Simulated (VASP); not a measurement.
Write the native input for VASP 6.6.1 that does the following.

| Item | Value |
| --- | --- |
| Task | single point |
| Functional | PBE |
| Potentials or basis | VASP PAW PBE potentials, release 64 (S, Be) |
| Cutoff | 520 eV |
| k mesh | 9 × 9 × 9 |
| Occupations | fermi-dirac, width 0.05 eV |
| Spin | no spin polarisation |
| Dipole correction | no |
| Further INCAR settings | ALGO = Normal; EDIFF = 1e-06; NBANDS = 11 |

The structure of BeS lies in POSCAR:

```
BeS
1.0
    0.0000000000      2.4725610944      2.4725610944
    2.4725610944      0.0000000000      2.4725610944
    2.4725610944      2.4725610944      0.0000000000
S Be
1 1
Direct
    0.7500000000      0.7500000000      0.7500000000
    0.0000000000      0.0000000000      0.0000000000
```

One way to write it, as run:

INCAR

```
PREC = Accurate
ENCUT = 520
EDIFF = 1E-6
ISMEAR = -1
SIGMA = 0.05
LREAL = False
LASPH = True
NELM = 80
ALGO = Normal
ISIF = 2
LWAVE = False
LCHARG = False
GGA = PE
NBANDS = 11
```

KPOINTS

```
regular mesh
0
Gamma
  9 9 9
```

Potentials or basis: VASP PAW PBE potentials, release 64 (S, Be).

Command:

```sh
$ cat potpaw_PBE.64/S/POTCAR potpaw_PBE.64/Be/POTCAR > POTCAR
$ mpirun -np 1 vasp_std > vasp.out
```

Results of the run:

The pressure is -3.6 GPa and the band gap on the k mesh is 3.32 eV, indirect (least direct gap 5.40 eV).

Run time: 26 s on 1 thread of AMD EPYC 7R13, on a shared host, peak memory 0.12 GiB.
